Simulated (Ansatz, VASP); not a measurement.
## Two plane-wave programs on Sb2P3H

```
CELL_PARAMETERS angstrom
-2.56333 2.56333 5.23076
2.56333 -2.56333 5.23076
2.56333 2.56333 -5.23076
ATOMIC_POSITIONS crystal
Sb 0.50000 0.00000 0.50000
Sb 0.00000 0.50000 0.50000
H 0.50000 0.50000 0.00000
P 0.75000 0.25000 0.50000
P 0.25000 0.75000 0.50000
P 0.00000 0.00000 0.00000
```

Alike in both runs: task relaxation of cell and atoms; functional PBE; k mesh 6 × 6 × 6; occupations gaussian, width 0.1 eV; no spin polarisation.

|  | VASP | Ansatz |
| --- | --- | --- |
| version | VASP 6.6.1 | Ansatz 0.2.0 |
| potentials or method | VASP PAW PBE potentials, release 64 (Sb, H, P), cutoff 600 eV | scalar-relativistic, plane waves, PAW |
| valence electrons in the cell | 26 | 46 |

|  | VASP | Ansatz | Ansatz less VASP |
| --- | --- | --- | --- |
| gap on the k mesh at the Fermi level, each at its own relaxed structure (eV) | none | none | - |
| relaxed volume (Å³/atom) | 22.73 | 22.76 | +0.031 |
| relaxed cell length with the largest relative difference (Å) | 6.386 | 6.395 | +0.0087 |

A gap of «none» marks a metal or a gap that the smearing closes. VASP's potentials hold 26 valence electrons a cell and Ansatz's 46, so a difference there can come from the potentials and not from the codes.

Spin-orbit coupling is off throughout.
